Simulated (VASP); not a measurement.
# Cs2Be3 (Pm-3m) in VASP: further runs

Runs on Cs2Be3. Level: PBE. Tasks: single point, relaxation of cell and atoms.

All numbers are computed with VASP 6.6.1; they aren't measurements. Logs are shortened: lines on timing, memory, paths and dates and some standing lists are left out, and cuts for length are marked.

## Step 1: The cell of the first run

The structure is cubic, space group Pm-3m (No. 221). The conventional cell has a = 6.411 Å, b = 6.411 Å, c = 6.411 Å, α = 90.00°, β = 90.00°, γ = 90.00°. Cs (site symmetry m-3m) has 6 Be at 3.21 Å within 4.2 Å. Within 4.2 Å of Be (site symmetry 4/mmm) lie 2 Cs at 3.21 Å.

## Step 2: Single point, PBE

The input, INCAR:

```
PREC = Accurate ; ENCUT = 520
EDIFF = 1E-6 ; ISMEAR = 0
SIGMA = 0.1 ; LREAL = False
LASPH = True ; NELM = 100
ALGO = Normal ; ISIF = 2
LWAVE = False ; LCHARG = False
GGA = PE ; NBANDS = 20
```

The input, KPOINTS:

```
Automatic mesh
0
Gamma
  6 6 6
```

The input, POSCAR:

```
Cs2Be3
1.0
    6.4105089851      0.0000000000      0.0000000000
    0.0000000000      6.4105089851      0.0000000000
    0.0000000000      0.0000000000      6.4105089851
Cs Be
2 3
Direct
    0.5000000000      0.5000000000      0.5000000000
    0.0000000000      0.0000000000      0.0000000000
    0.0000000000      0.5000000000      0.5000000000
    0.5000000000      0.0000000000      0.5000000000
    0.5000000000      0.5000000000      0.0000000000
```

Potentials or basis: VASP PAW PBE potentials, release 64 (Cs_sv, Be).

Run with:

```bash
> cat potpaw_PBE.64/Cs_sv/POTCAR potpaw_PBE.64/Be/POTCAR > POTCAR
> mpirun -np 1 vasp_std > vasp.out
```

OUTCAR:

```text
PREC = Accurate
   ENCUT = 520
   EDIFF = 1E-6
   ISMEAR = 0
   LREAL = False
   LASPH = True
   NELM = 100
   ISIF = 2
   GGA = PE

 ion  position               nearest neighbor table
   1  0.500  0.500  0.500-
   2  0.000  0.000  0.000-
   3  0.000  0.500  0.500-
   4  0.500  0.000  0.500-
   5  0.500  0.500  0.000-

  LATTYP: Found a simple cubic cell.
 ALAT       =     6.4105089851

  Lattice vectors:

 A1 = (   6.4105089851,   0.0000000000,   0.0000000000)
 A2 = (   0.0000000000,   6.4105089851,   0.0000000000)
 A3 = (   0.0000000000,   0.0000000000,   6.4105089851)

Analysis of symmetry for initial positions (statically):
=====================================================================
 Subroutine PRICEL returns:
 Original cell was already a primitive cell.

 Routine SETGRP: Setting up the symmetry group for a
 simple cubic supercell.

 Subroutine GETGRP returns: Found 48 space group operations
 (whereof 48 operations were pure point group operations)
 out of a pool of 48 trial point group operations.

The static configuration has the point symmetry O_h .

Analysis of symmetry for dynamics (positions and initial velocities):
=====================================================================
 Subroutine PRICEL returns:
 Original cell was already a primitive cell.

 Routine SETGRP: Setting up the symmetry group for a
 simple cubic supercell.

 Subroutine GETGRP returns: Found 48 space group operations
 (whereof 48 operations were pure point group operations)
 out of a pool of 48 trial point group operations.

The dynamic configuration has the point symmetry O_h .

 Subroutine INISYM returns: Found 48 space group operations
 (whereof 48 operations are pure point group operations),
 and found     1 'primitive' translations

----------------------------------------------------------------------------------------

                                     Primitive cell

  volume of cell :     263.4375

  direct lattice vectors                    reciprocal lattice vectors
     6.410508985  0.000000000  0.000000000     0.155993854  0.000000000  0.000000000
     0.000000000  6.410508985  0.000000000     0.000000000  0.155993854  0.000000000
     0.000000000  0.000000000  6.410508985     0.000000000  0.000000000  0.155993854

  length of vectors
     6.410508985  6.410508985  6.410508985     0.155993854  0.155993854  0.155993854

[... 80 lines left out ...]
   NELM   =    100;   NELMIN=  2; NELMDL= -5     # of ELM steps
   EDIFF  = 0.1E-05   stopping-criterion for ELM
   LREAL  =      F    real-space projection
   EDIFFG = 0.1E-04   stopping-criterion for IOM
   NSW    =      0    number of steps for IOM
   IBRION =     -1    ionic relax: 0-MD 1-quasi-New 2-CG
   NFREE  =      0    steps in history (QN), initial steepest desc. (CG)
   ISIF   =      2    stress and relaxation
   ISYM   =      2    0-nonsym 1-usesym 2-fastsym
   POTIM  = 0.5000    time-step for ionic-motion
   TEBEG  =    0.0;   TEEND  =   0.0 temperature during run
   PSTRESS=    0.0 pullay stress
   NELECT =      24.0000    total number of electrons
   NUPDOWN=      -1.0000    fix difference up-down
   EMIN   =  10.00;   EMAX   =-10.00  energy-range for DOS
   EFERMI =   0.00;   METHOD = LEGACY
   ISMEAR =     0;   SIGMA  =   0.10  broadening in eV -4-tet -1-fermi 0-gaus
   EFERMI_NEDOS =   21; number of points for ismear=-14 and -15
   IALGO  =     38    algorithm
   IMIX   =      4    mixing-type and parameters
     AMIX     =   0.40;   BMIX     =  1.00
     AMIX_MAG =   1.60;   BMIX_MAG =  1.00
  volume/ion in A,a.u.               =      52.69       355.55
  Fermi-wavevector in a.u.,A,eV,Ry     =   0.736636  1.392040  7.382958  0.542632
  Thomas-Fermi vector in A             =   1.830123
   LORBIT       =      0    0 simple, 1 ext, 2 COOP (PROOUT), +10 PAW based schemes
   GGA     = PE    functional components
   LHFCALC =     F    Hartree Fock is set to
   AEXX    =    0.0000 exact exchange contribution
   IVDW    =     0    specifies the selected vdW correction
   LEPSILON=     F    determine dielectric tensor
   LRPA    =     F    only Hartree local field effects (RPA)
 non-spin polarized calculation
 Gauss-broadening in eV      SIGMA  =   0.10
  energy-cutoff  :      520.00
  volume of cell :      263.44
 maximum number of plane-waves:      7123
 NGX is ok and might be reduce to    48
   NGX = 23   NGY = 23   NGZ = 23

 number of electron      24.0000004 magnetization

 Free energy of the ion-electron system (eV)
  ---------------------------------------------------
  ext. energy  EPLUGINS =         0.00000000
  ---------------------------------------------------
  free energy    TOTEN  =        -3.80798922 eV

  energy without entropy =       -3.78302183  energy(sigma->0) =       -3.79550552

 E-fermi :   0.2272     XC(G=0):  -6.2614

 val. band max:        0.2206138484   @ k =   0.5000   0.5000   0.3333
 cond. band min:       0.2326377088   @ k =   0.5000   0.1667   0.0000
 fundamental gap:      0.0120238605
 Fermi energy:         0.2272134652

 k-point     1 :       0.0000    0.0000    0.0000
  band No.  band energies     occupation
      1     -22.6602      2.00000
      2     -22.4812      2.00000
      3      -9.5069      2.00000
      4      -9.5069      2.00000
      5      -9.5069      2.00000
      6      -9.4235      2.00000
[... 449 lines left out ...]
     19       2.8021      0.00000
     20       2.8034      0.00000

------------------------ aborting loop because EDIFF is reached ----------------------------------------

  FORCE on cell =-STRESS in cart. coord.  units (eV):
  Direction    XX          YY          ZZ          XY          YZ          ZX
  --------------------------------------------------------------------------------------
  -------------------------------------------------------------------------------------
  Total        0.0166773      0.0166773      0.0166773      0.0000000      0.0000000     -0.0000000
  in kB        0.1014280      0.1014280      0.1014280      0.0000000      0.0000000     -0.0000000
  external PRESSURE =       0.1014280 kB  Pullay stress =       0.0000000 kB

 VOLUME and BASIS-vectors are now :
 -----------------------------------------------------------------------------
  energy-cutoff  :      520.00
  volume of cell :      263.44
      direct lattice vectors                 reciprocal lattice vectors
     6.410508985  0.000000000  0.000000000     0.155993854  0.000000000  0.000000000
     0.000000000  6.410508985  0.000000000     0.000000000  0.155993854  0.000000000
     0.000000000  0.000000000  6.410508985     0.000000000  0.000000000  0.155993854

 POSITION                                       TOTAL-FORCE (eV/Angst)
 -----------------------------------------------------------------------------------
      3.20525      3.20525      3.20525         0.000000      0.000000      0.000000
      0.00000      0.00000      0.00000         0.000000      0.000000      0.000000
      0.00000      3.20525      3.20525         0.000000      0.000000      0.000000
      3.20525      0.00000      3.20525         0.000000      0.000000      0.000000
      3.20525      3.20525      0.00000         0.000000      0.000000      0.000000
 -----------------------------------------------------------------------------------
    total drift:                               -0.000000     -0.000000     -0.000000

  FREE ENERGIE OF THE ION-ELECTRON SYSTEM (eV)
  ---------------------------------------------------
  free  energy   TOTEN  =        -3.8079892183 eV

  energy  without entropy=       -3.7830218257  energy(sigma->0) =       -3.79550552
```

OSZICAR:

```text
N       E                     dE             d eps       ncg     rms          rms(c)
DAV:   1     0.136736411089E+03    0.13674E+03   -0.80814E+03   800   0.906E+02
DAV:   2     0.161675490602E+02   -0.12057E+03   -0.11696E+03  1144   0.145E+02
DAV:   3    -0.343310724243E+01   -0.19601E+02   -0.19487E+02  1024   0.612E+01
DAV:   4    -0.384081374627E+01   -0.40771E+00   -0.40716E+00   952   0.105E+01
DAV:   5    -0.384473972430E+01   -0.39260E-02   -0.39252E-02  1024   0.105E+00    0.606E-01
DAV:   6    -0.381799444281E+01    0.26745E-01   -0.32280E-02   960   0.616E-01    0.365E-01
DAV:   7    -0.380748473781E+01    0.10510E-01   -0.65940E-02  1004   0.832E-01    0.138E-01
DAV:   8    -0.380793075622E+01   -0.44602E-03   -0.51365E-03   952   0.354E-01    0.258E-02
DAV:   9    -0.380799191792E+01   -0.61162E-04   -0.71960E-04   960   0.112E-01    0.157E-02
DAV:  10    -0.380798648606E+01    0.54319E-05   -0.32791E-05   908   0.386E-02    0.480E-03
DAV:  11    -0.380798880381E+01   -0.23178E-05   -0.87248E-06   904   0.137E-02    0.159E-03
DAV:  12    -0.380798921832E+01   -0.41451E-06   -0.31205E-07   480   0.362E-03
   1 F= -.38079892E+01 E0= -.37955055E+01  d E =-.249674E-01
```

stdout:

```text
POSCAR found type information on POSCAR CsBe
 POSCAR found :  2 types and       5 ions
 scaLAPACK will be used
 LDA part: xc-table for (Slater+PW92), standard interpolation
 POSCAR, INCAR and KPOINTS ok, starting setup
 FFT: planning ... GRIDC
 FFT: planning ... GRID_SOFT
 FFT: planning ... GRID
 WAVECAR not read
 entering main loop
```

It took 1.8 min on 1 thread of AMD EPYC 7R43 (Zen 3), shared host; peak memory 0.31 GiB.

Results:

| Quantity | Value |
| --- | --- |
| Free energy | -3.8080 eV |
| Pressure | 0.0 GPa |
| Band gap on the k mesh | zero (band 12 reaches 0.93 eV, above the bottom of band 13 at -0.14 eV) |

Caveat: spin-orbit coupling is left out, which moves the levels of the heavy elements.

## Step 3: Relaxation of cell and atoms, PBE

This run uses another cell than the first one, of 50.54 Å³/atom, 0.959 times its volume.

The input, INCAR:

```
SYSTEM = Cs2Be3
PREC = Accurate ; ENCUT = 600
EDIFF = 1E-6 ; ISMEAR = 0
SIGMA = 0.1 ; LREAL = .FALSE.
LASPH = .TRUE. ; NELM = 100
ALGO = Normal ; ISIF = 3
LWAVE = .FALSE. ; LCHARG = .FALSE.
GGA = PE ; IBRION = 2
NSW = 100 ; EDIFFG = -0.01
```

The input, KPOINTS:

```
Automatic mesh
0
G
  6 6 6
  0 0 0
```

POSCAR: that of step 2 with these lines changed.

```diff
@@ -2,5 +2,5 @@
 1.0
-    6.4105089851      0.0000000000      0.0000000000
-    0.0000000000      6.4105089851      0.0000000000
-    0.0000000000      0.0000000000      6.4105089851
+    6.3221307339      0.0000000000      0.0000000000
+    0.0000000000      6.3221307339      0.0000000000
+    0.0000000000      0.0000000000      6.3221307339
 Cs Be
```

Potentials or basis: VASP PAW PBE potentials, release 64 (Cs_sv, Be).

Run with:

```bash
> cat potpaw_PBE.64/Cs_sv/POTCAR potpaw_PBE.64/Be/POTCAR > POTCAR
> mpirun -np 1 vasp_std > vasp.out
```

Wall time 6.6 min (1 thread of AMD EPYC 7R43 (Zen 3), shared host); peak memory 0.44 GiB.

The run converged. Its results:

```yaml
Free_energy: -3.8079 eV
Relaxed_volume: 52.83 Å³/atom
Relaxed_cell: a = 6.416 Å, b = 6.416 Å, c = 6.416 Å, α = 90.00°, β = 90.00°, γ = 90.00°
Space_group_after_relaxing_to_0.05_Å: Pm-3m (No. 221)
Energy_gained_by_relaxing: 1.4 meV/atom
Ionic_steps: 4
Pressure_after_relaxing: 0.0 GPa
Band_gap_on_the_k_mesh: zero (band 12 reaches 0.92 eV, above the bottom of band 13 at -0.15 eV)
```

Step by step:
| step | energy change (eV) | largest force (eV/Å) | pressure (GPa) | volume (Å³) |
| --- | --- | --- | --- | --- |
| 1 | 0.0000 | 0.0000 | 0.20 | 252.69 |
| 2 | -0.0025 | 0.0000 | 0.16 | 254.98 |
| 3 | -0.0067 | 0.0000 | 0.04 | 261.94 |
| 4 | -0.0070 | 0.0000 | 0.01 | 264.13 |

Final structure:
```
Cs Be
1.0
     6.41615    0.00000    0.00000
     0.00000    6.41615    0.00000
     0.00000    0.00000    6.41615
Cs Be
2 3
Direct
  0.50000 0.50000 0.50000
  0.00000 0.00000 0.00000
  0.00000 0.50000 0.50000
  0.50000 0.00000 0.50000
  0.50000 0.50000 0.00000
```

Levels at points of the mesh, in eV from the Fermi level:
```csv
k point,band 10,band 11,band 12,band 13,band 14,band 15
"(0.00, 0.00, 0.00)",-2.37,-2.37,0.70,0.70,0.70,1.61
"(0.50, 0.00, 0.00)",-2.29,-2.29,0.44,0.70,0.70,0.72
"(0.50, 0.50, 0.00)",-2.03,-2.03,-0.75,0.16,0.53,0.53
"(0.50, 0.50, 0.50)",-1.99,-1.99,-0.37,-0.37,-0.37,-0.23
```

Caveat: spin-orbit coupling is left out, which moves the levels of the heavy elements.

## Step 4: Single point, PBE

This run uses another cell than the first one, of 27.18 Å³/atom, 0.516 times its volume.

The input, INCAR:

```
PREC = Accurate
ENCUT = 520
EDIFF = 1E-7
ISMEAR = 0
SIGMA = 0.1
LREAL = False
LASPH = True
NELM = 100
ALGO = Normal
ISIF = 2
LWAVE = False
LCHARG = False
GGA = PE
NBANDS = 20
```

The input, KPOINTS:

```
regular mesh
0
Gamma
  4 4 4
```

POSCAR: that of step 3 with these lines changed.

```diff
@@ -2,5 +2,5 @@
 1.0
-    6.3221307339      0.0000000000      0.0000000000
-    0.0000000000      6.3221307339      0.0000000000
-    0.0000000000      0.0000000000      6.3221307339
+    5.1411850800      0.0000000000      0.0000000000
+    0.0000000000      5.1411850800      0.0000000000
+    0.0000000000      0.0000000000      5.1411850800
 Cs Be
```

Potentials or basis: VASP PAW PBE potentials, release 64 (Cs_sv, Be).

Run with:

```bash
> cat potpaw_PBE.64/Cs_sv/POTCAR potpaw_PBE.64/Be/POTCAR > POTCAR
> mpirun -np 1 vasp_std > vasp.out
```

OUTCAR:

```text
PREC = Accurate
   ENCUT = 520
   EDIFF = 1E-7
   ISMEAR = 0
   LREAL = False
   LASPH = True
   NELM = 100
   ISIF = 2
   GGA = PE

 ion  position               nearest neighbor table
   1  0.500  0.500  0.500-   3 2.57   4 2.57   5 2.57   5 2.57   4 2.57   3 2.57
   2  0.000  0.000  0.000-
   3  0.000  0.500  0.500-   1 2.57   1 2.57
   4  0.500  0.000  0.500-   1 2.57   1 2.57
   5  0.500  0.500  0.000-   1 2.57   1 2.57

  LATTYP: Found a simple cubic cell.
 ALAT       =     5.1411850800

  Lattice vectors:

 A1 = (   5.1411850800,   0.0000000000,   0.0000000000)
 A2 = (   0.0000000000,   5.1411850800,   0.0000000000)
 A3 = (   0.0000000000,   0.0000000000,   5.1411850800)

Analysis of symmetry for initial positions (statically):
=====================================================================
 Subroutine PRICEL returns:
 Original cell was already a primitive cell.

 Routine SETGRP: Setting up the symmetry group for a
 simple cubic supercell.

[... 155 lines left out ...]

  energy without entropy =       -1.25792290  energy(sigma->0) =       -1.28721688

 E-fermi :   2.3333     XC(G=0):  -8.4925

 val. band max:        2.3091295814   @ k =   0.5000   0.5000   0.2500
 cond. band min:       2.3396150587   @ k =   0.5000   0.2500   0.0000
 fundamental gap:      0.0304854773
 Fermi energy:         2.3333206006

 k-point     1 :       0.0000    0.0000    0.0000
  band No.  band energies     occupation
      1     -20.5238      2.00000
      2     -19.0656      2.00000
      3      -7.9723      2.00000
      4      -7.9723      2.00000
      5      -7.9723      2.00000
      6      -5.9352      2.00000
[... 219 lines left out ...]
     19       6.8249      0.00000
     20       6.8249      0.00000

------------------------ aborting loop because EDIFF is reached ----------------------------------------

  FORCE on cell =-STRESS in cart. coord.  units (eV):
  Direction    XX          YY          ZZ          XY          YZ          ZX
  --------------------------------------------------------------------------------------
  -------------------------------------------------------------------------------------
  Total        6.9519666      6.9519666      6.9519666     -0.0000000      0.0000000     -0.0000000
  in kB       81.9650188     81.9650188     81.9650188     -0.0000000      0.0000000     -0.0000000
  external PRESSURE =      81.9650188 kB  Pullay stress =       0.0000000 kB

 VOLUME and BASIS-vectors are now :
 -----------------------------------------------------------------------------
  energy-cutoff  :      520.00
  volume of cell :      135.89
      direct lattice vectors                 reciprocal lattice vectors
     5.141185080  0.000000000  0.000000000     0.194507683  0.000000000  0.000000000
     0.000000000  5.141185080  0.000000000     0.000000000  0.194507683  0.000000000
     0.000000000  0.000000000  5.141185080     0.000000000  0.000000000  0.194507683

 POSITION                                       TOTAL-FORCE (eV/Angst)
 -----------------------------------------------------------------------------------
      2.57059      2.57059      2.57059         0.000000      0.000000      0.000000
      0.00000      0.00000      0.00000         0.000000      0.000000      0.000000
      0.00000      2.57059      2.57059         0.000000      0.000000      0.000000
      2.57059      0.00000      2.57059         0.000000      0.000000      0.000000
      2.57059      2.57059      0.00000         0.000000      0.000000      0.000000
 -----------------------------------------------------------------------------------
    total drift:                                0.000000      0.000000     -0.000000

  FREE ENERGIE OF THE ION-ELECTRON SYSTEM (eV)
  ---------------------------------------------------
  free  energy   TOTEN  =        -1.3165108577 eV

  energy  without entropy=       -1.2579228960  energy(sigma->0) =       -1.28721688
```

It took 41 s on 1 thread of AMD EPYC 7R43 (Zen 3), shared host; peak memory 0.19 GiB.

What came out:

* Free energy: -1.3165 eV
* Pressure: 8.2 GPa
* Band gap on the k mesh: zero (band 12 reaches 4.45 eV, above the bottom of band 13 at 2.15 eV)

Levels at points of the mesh, in eV from the Fermi level:
```tsv
k point	band 9	band 10	band 11	band 12	band 13	band 14
(0.00, 0.00, 0.00)	-3.73	-2.23	-2.23	2.11	2.11	2.11
(0.50, 0.00, 0.00)	-2.39	-1.87	-1.13	0.68	0.78	0.78
(0.50, 0.50, 0.00)	-2.54	-1.61	0.12	0.12	0.13	0.13
(0.50, 0.50, 0.50)	-0.57	-0.57	-0.57	-0.18	-0.18	-0.18
```

Caveat: spin-orbit coupling is left out, which moves the levels of the heavy elements.

## Step 5: The runs side by side

| task | cell | k mesh | cutoff (eV) | gap on the mesh (eV) | pressure (GPa) |
| --- | --- | --- | --- | --- | --- |
| single point | a = 6.411 Å, 5 atoms | 6 × 6 × 6 | 520 | none | 0.0 |
| relaxation of cell and atoms | relaxed from a = 6.322 Å, 5 atoms | 6 × 6 × 6 | 600 | none | 0.0 |
| single point | a = 5.141 Å, 5 atoms | 4 × 4 × 4 | 520 | none | 8.2 |

Alike in all rows: level PBE; potentials or basis VASP PAW PBE potentials, release 64 (Cs_sv, Be); no spin polarisation; smearing gaussian 0.1 eV.

Caveats: spin-orbit coupling is left out, which moves the levels of the heavy elements.

Absolute energies hang on the potentials; compare differences alone.
